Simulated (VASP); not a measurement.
# LiNbO3 (R3c) in VASP: further runs

Runs on LiNbO3. Level: PBE. Tasks: single point, relaxation of cell and atoms.

All numbers are computed with VASP 6.6.1; they aren't measurements. Logs are shortened: lines on timing, memory, paths and dates and some standing lists are left out, and cuts for length are marked.

**1. The cell of the first run**

The structure is trigonal, space group R3c (No. 161). Conventional cell: a = 5.190 Å, b = 5.190 Å, c = 14.014 Å, α = 90.00°, β = 90.00°, γ = 120.00°. Li (site symmetry 3) has 6 O at 2.08 to 2.27 Å within 2.8 Å. Within 2.5 Å of Nb (site symmetry 3) lie 6 O at 1.88 to 2.16 Å. Within 2.5 Å of O (site symmetry 1) lie 2 Nb at 1.88 to 2.16 Å and 2 Li at 2.08 to 2.27 Å.

**2. Single point, PBE**

Input file INCAR:

```
  ALGO = Normal
  EDIFF = 1E-6
  ENCUT = 520
  GGA = PE
  ISIF = 2
  ISMEAR = 0
  LASPH = True
  LCHARG = False
  LREAL = False
  LWAVE = False
  NBANDS = 45
  NELM = 80
  PREC = Accurate
  SIGMA = 0.02
```

Input file KPOINTS:

```
k-points
0
Gamma
  6 6 6
```

Input file POSCAR:

```
LiNbO3
1.0
    2.5947509582      1.4980801642      4.6714922516
   -2.5947509582      1.4980801642      4.6714922516
    0.0000000000     -2.9961603283      4.6714922516
Li Nb O
2 2 6
Direct
    0.2816005589      0.2816005589      0.2816005589
    0.7816005589      0.7816005589      0.7816005589
    0.0004548850      0.0004548850      0.0004548850
    0.5004548850      0.5004548850      0.5004548850
    0.1104436164      0.3581702929      0.7211456467
    0.7211456467      0.1104436164      0.3581702929
    0.3581702929      0.7211456467      0.1104436164
    0.2211456467      0.8581702929      0.6104436164
    0.8581702929      0.6104436164      0.2211456467
    0.6104436164      0.2211456467      0.8581702929
```

Potentials or basis: VASP PAW PBE potentials, release 64 (Li_sv, Nb_sv, O).

Command:

```
$ cat potpaw_PBE.64/Li_sv/POTCAR potpaw_PBE.64/Nb_sv/POTCAR potpaw_PBE.64/O/POTCAR > POTCAR
$ mpirun -np 1 vasp_std > vasp.out
```

OUTCAR:

```text
EDIFF = 1E-6
   ENCUT = 520
   GGA = PE
   ISIF = 2
   ISMEAR = 0
   LASPH = True
   LREAL = False
   NELM = 80
   PREC = Accurate

 ion  position               nearest neighbor table
   1  0.282  0.282  0.282-  10 2.08   8 2.08   9 2.08   5 2.27   7 2.27   6 2.27
   2  0.782  0.782  0.782-   6 2.08   7 2.08   5 2.08   9 2.27   8 2.27  10 2.27
   3  0.000  0.000  0.000-   6 1.88   5 1.88   7 1.88   8 2.16   9 2.16  10 2.16
   4  0.500  0.500  0.500-  10 1.88   9 1.88   8 1.88   7 2.16   5 2.16   6 2.16
   5  0.110  0.358  0.721-   3 1.88   2 2.08   4 2.16   1 2.27
   6  0.721  0.110  0.358-   3 1.88   2 2.08   4 2.16   1 2.27
   7  0.358  0.721  0.110-   3 1.88   2 2.08   4 2.16   1 2.27
   8  0.221  0.858  0.610-   4 1.88   1 2.08   3 2.16   2 2.27
   9  0.858  0.610  0.221-   4 1.88   1 2.08   3 2.16   2 2.27
  10  0.610  0.221  0.858-   4 1.88   1 2.08   3 2.16   2 2.27

  LATTYP: Found a trigonal (rhomboedric) cell.
 ALAT       =     5.5497582443
 COS(alpha) =     0.5628069719

  Lattice vectors:

 A1 = (   2.5947509582,   1.4980801642,   4.6714922516)
 A2 = (  -2.5947509582,   1.4980801642,   4.6714922516)
 A3 = (   0.0000000000,  -2.9961603283,   4.6714922516)

Analysis of symmetry for initial positions (statically):
=====================================================================
 Subroutine PRICEL returns:
 Original cell was already a primitive cell.

 Routine SETGRP: Setting up the symmetry group for a
 trigonal (rhombohedral) supercell.

 Subroutine GETGRP returns: Found  6 space group operations
 (whereof  3 operations were pure point group operations)
 out of a pool of 12 trial point group operations.

The static configuration has the point symmetry C_3 .
 The point group associated with its full space group is C_3v.

Analysis of symmetry for dynamics (positions and initial velocities):
=====================================================================
 Subroutine PRICEL returns:
 Original cell was already a primitive cell.

 Routine SETGRP: Setting up the symmetry group for a
 trigonal (rhombohedral) supercell.

 Subroutine GETGRP returns: Found  6 space group operations
 (whereof  3 operations were pure point group operations)
 out of a pool of 12 trial point group operations.

The dynamic configuration has the point symmetry C_3 .
 The point group associated with its full space group is C_3v.

 Subroutine INISYM returns: Found  6 space group operations
 (whereof  3 operations are pure point group operations),
 and found     1 'primitive' translations

----------------------------------------------------------------------------------------

                                     Primitive cell

  volume of cell :     108.9526

  direct lattice vectors                    reciprocal lattice vectors
     2.594750958  1.498080164  4.671492252     0.192696720  0.111253503  0.071354787
    -2.594750958  1.498080164  4.671492252    -0.192696720  0.111253503  0.071354787
     0.000000000 -2.996160328  4.671492252     0.000000000 -0.222507007  0.071354787

  length of vectors
     5.549758244  5.549758244  5.549758244     0.233668298  0.233668298  0.233668298

  position of ions in fractional coordinates (direct lattice)
     0.281600559  0.281600559  0.281600559
     0.781600559  0.781600559  0.781600559
     0.000454885  0.000454885  0.000454885
     0.500454885  0.500454885  0.500454885
     0.110443616  0.358170293  0.721145647
     0.721145647  0.110443616  0.358170293
     0.358170293  0.721145647  0.110443616
     0.221145647  0.858170293  0.610443616
     0.858170293  0.610443616  0.221145647
     0.610443616  0.221145647  0.858170293

  ion indices of the primitive-cell ions
   primitive index   ion index
                 1           1
                 2           2
                 3           3
                 4           4
                 5           5
                 6           6
                 7           7
                 8           8
                 9           9
                10          10

----------------------------------------------------------------------------------------

 KPOINTS: k-points

Automatic generation of k-mesh.
 Grid dimensions read from file:
 generate k-points for:    6    6    6

 Generating k-lattice:

  Cartesian coordinates                     Fractional coordinates (reciprocal lattice)
     0.032116120  0.018542251  0.011892464     0.166666667  0.000000000  0.000000000
    -0.032116120  0.018542251  0.011892464     0.000000000  0.166666667  0.000000000
     0.000000000 -0.037084501  0.011892464    -0.000000000 -0.000000000  0.166666667

  Length of vectors
     0.038944716  0.038944716  0.038944716

  Shift w.r.t. Gamma in fractional coordinates (k-lattice)
     0.000000000  0.000000000  0.000000000

 Subroutine IBZKPT returns following result:
 ===========================================

 Found     32 irreducible k-points:

 Following reciprocal coordinates:
            Coordinates               Weight
  0.000000  0.000000  0.000000      1.000000
  0.166667  0.000000  0.000000      6.000000
  0.333333  0.000000  0.000000      6.000000
  0.500000  0.000000  0.000000      3.000000
  0.166667  0.166667  0.000000      6.000000
  0.333333  0.166667  0.000000     12.000000
[... 16 lines left out ...]
  0.500000  0.500000  0.166667      6.000000
 -0.333333  0.500000  0.166667     12.000000
 [... further k-points ...]
   k-points           NKPTS =     32   k-points in BZ     NKDIM =     32   number of bands    NBANDS=     45
   number of dos      NEDOS =    301   number of ions     NIONS =     10
   total plane-waves  NPLWV =  74088
   dimension x,y,z NGX =    42 NGY =   42 NGZ =   42
   dimension x,y,z NGXF=    84 NGYF=   84 NGZF=   84
   ions per type =               2   2   6
   NGX,Y,Z   is equivalent  to a cutoff of  12.58, 12.58, 12.58 a.u.
   NGXF,Y,Z  is equivalent  to a cutoff of  25.16, 25.16, 25.16 a.u.
 SYSTEM =  unknown system
   PREC   = accura    normal or accurate (medium, high low for compatibility)
   ISTART =      0    job   : 0-new  1-cont  2-samecut
   ICHARG =      2    charge: 1-file 2-atom 10-const
   ISPIN  =      1    spin polarized calculation?
   LNONCOLLINEAR =      F non collinear calculations
   LSORBIT =      F    spin-orbit coupling
   LASPH  =      T    aspherical Exc in radial PAW
   ENCUT  =  520.0 eV  38.22 Ry    6.18 a.u.  10.32 10.32 10.32*2*pi/ulx,y,z
   NELM   =     80;   NELMIN=  2; NELMDL= -5     # of ELM steps
   EDIFF  = 0.1E-05   stopping-criterion for ELM
   LREAL  =      F    real-space projection
   EDIFFG = 0.1E-04   stopping-criterion for IOM
   NSW    =      0    number of steps for IOM
   IBRION =     -1    ionic relax: 0-MD 1-quasi-New 2-CG
   NFREE  =      0    steps in history (QN), initial steepest desc. (CG)
   ISIF   =      2    stress and relaxation
   ISYM   =      2    0-nonsym 1-usesym 2-fastsym
   POTIM  = 0.5000    time-step for ionic-motion
   TEBEG  =    0.0;   TEEND  =   0.0 temperature during run
   PSTRESS=    0.0 pullay stress
   NELECT =      68.0000    total number of electrons
   NUPDOWN=      -1.0000    fix difference up-down
   EMIN   =  10.00;   EMAX   =-10.00  energy-range for DOS
   EFERMI =   0.00;   METHOD = LEGACY
   ISMEAR =     0;   SIGMA  =   0.02  broadening in eV -4-tet -1-fermi 0-gaus
   EFERMI_NEDOS =   21; number of points for ismear=-14 and -15
   IALGO  =     38    algorithm
   IMIX   =      4    mixing-type and parameters
     AMIX     =   0.40;   BMIX     =  1.00
     AMIX_MAG =   1.60;   BMIX_MAG =  1.00
  volume/ion in A,a.u.               =      10.90        73.52
  Fermi-wavevector in a.u.,A,eV,Ry     =   1.399046  2.643813 26.631079  1.957329
  Thomas-Fermi vector in A             =   2.522144
   LORBIT       =      0    0 simple, 1 ext, 2 COOP (PROOUT), +10 PAW based schemes
   GGA     = PE    functional components
   LHFCALC =     F    Hartree Fock is set to
   AEXX    =    0.0000 exact exchange contribution
   IVDW    =     0    specifies the selected vdW correction
   LEPSILON=     F    determine dielectric tensor
   LRPA    =     F    only Hartree local field effects (RPA)
 non-spin polarized calculation
 Gauss-broadening in eV      SIGMA  =   0.02
  energy-cutoff  :      520.00
  volume of cell :      108.95
 maximum number of plane-waves:      2964
 NGX is ok and might be reduce to    42
   NGX = 21   NGY = 21   NGZ = 21

 number of electron      67.9999999 magnetization

 Free energy of the ion-electron system (eV)
  ---------------------------------------------------
  ext. energy  EPLUGINS =         0.00000000
  ---------------------------------------------------
  free energy    TOTEN  =       -80.04211209 eV

  energy without entropy =      -80.04211209  energy(sigma->0) =      -80.04211209

 E-fermi :   3.6108     XC(G=0): -10.6686

 val. band max:        3.3236993070   @ k =   0.1667   0.1667   0.1667
 cond. band min:       6.8793811361   @ k =   0.5000   0.3333   0.0000
 fundamental gap:      3.5556818291
 Fermi energy:         3.6107554481

 k-point     1 :       0.0000    0.0000    0.0000
  band No.  band energies     occupation
      1     -50.9119      2.00000
      2     -50.8986      2.00000
      3     -39.3406      2.00000
      4     -39.3383      2.00000
      5     -27.1848      2.00000
      6     -27.1848      2.00000
[... 37 lines left out ...]
     44      13.0359      0.00000
     45      13.0411      0.00000

 k-point     2 :       0.1667    0.0000    0.0000
  band No.  band energies     occupation
      1     -50.9110      2.00000
      2     -50.8995      2.00000
      3     -39.3404      2.00000
      4     -39.3385      2.00000
      5     -27.1769      2.00000
      6     -27.1757      2.00000
[... 37 lines left out ...]
     44      12.9423      0.00000
     45      12.9832      0.00000

 k-point     3 :       0.3333    0.0000    0.0000
  band No.  band energies     occupation
      1     -50.9085      2.00000
      2     -50.9019      2.00000
      3     -39.3401      2.00000
      4     -39.3389      2.00000
      5     -27.1538      2.00000
      6     -27.1506      2.00000
[... 997 lines left out ...]
     44      12.7279      0.00000
     45      13.2094      0.00000

 k-point    24 :      -0.3333    0.5000    0.1667
  band No.  band energies     occupation
      1     -50.9063      2.00000
      2     -50.9041      2.00000
      3     -39.3397      2.00000
      4     -39.3393      2.00000
      5     -27.1858      2.00000
      6     -27.1843      2.00000
[... 37 lines left out ...]
     44      12.6557      0.00000
     45      13.6024      0.00000

 [... further k-points ...]
[... 5 lines left out ...]
  --------------------------------------------------------------------------------------
  -------------------------------------------------------------------------------------
  Total       -0.2169494     -0.2169494     -0.2103116      0.0000000     -0.0000000      0.0000000
  in kB       -3.1902998     -3.1902998     -3.0926888      0.0000000     -0.0000000      0.0000000
  external PRESSURE =      -3.1577628 kB  Pullay stress =       0.0000000 kB

 VOLUME and BASIS-vectors are now :
 -----------------------------------------------------------------------------
  energy-cutoff  :      520.00
  volume of cell :      108.95
      direct lattice vectors                 reciprocal lattice vectors
     2.594750958  1.498080164  4.671492252     0.192696720  0.111253503  0.071354787
    -2.594750958  1.498080164  4.671492252    -0.192696720  0.111253503  0.071354787
     0.000000000 -2.996160328  4.671492252     0.000000000 -0.222507007  0.071354787

 POSITION                                       TOTAL-FORCE (eV/Angst)
 -----------------------------------------------------------------------------------
      0.00000      0.00000      3.94648         0.000000      0.000000      0.003963
      0.00000      0.00000     10.95372         0.000000      0.000000      0.003963
      0.00000      0.00000      0.00637         0.000000     -0.000000     -0.023541
      0.00000      0.00000      7.01361         0.000000     -0.000000     -0.023541
     -0.64279     -1.45865      5.55795         0.010939      0.000777      0.006526
      1.58462      0.17265      5.55795        -0.006142      0.009085      0.006526
     -0.94183      1.28600      5.55795        -0.004797     -0.009862      0.006526
     -1.65292     -0.21209      7.89370         0.004797     -0.009862      0.006526
      0.64279      1.53751      7.89370        -0.010939      0.000777      0.006526
      1.01013     -1.32543      7.89370         0.006142      0.009085      0.006526
 -----------------------------------------------------------------------------------
    total drift:                               -0.000000     -0.000001     -0.000736

  FREE ENERGIE OF THE ION-ELECTRON SYSTEM (eV)
  ---------------------------------------------------
  free  energy   TOTEN  =       -80.0421120914 eV

  energy  without entropy=      -80.0421120914  energy(sigma->0) =      -80.04211209
```

Run time: 3.6 min. Hardware: 1 thread of AMD EPYC 7R13 (Zen 3), shared host; peak memory 0.29 GiB.

What came out:

- Free energy: -80.0421 eV
- Largest force: 0.024 eV/Å
- Band gap on the k mesh: 3.56 eV, indirect (least direct gap 3.57 eV)

Forces on the atoms (eV/Å):
```
Li   0.000  0.000  0.004
Li   0.000  0.000  0.004
Nb   0.000  0.000 -0.024
Nb   0.000  0.000 -0.024
O    0.011  0.001  0.007
O   -0.006  0.009  0.007
O   -0.005 -0.010  0.007
O    0.005 -0.010  0.007
O   -0.011  0.001  0.007
O    0.006  0.009  0.007
```

Caveat: the cutoff is under 1.25 times the usual one of these potentials, so pressure, stress and relaxed cells hold a basis-set (Pulay) error. A k mesh can miss the band edges.

(Continued in part 2 of 2.)
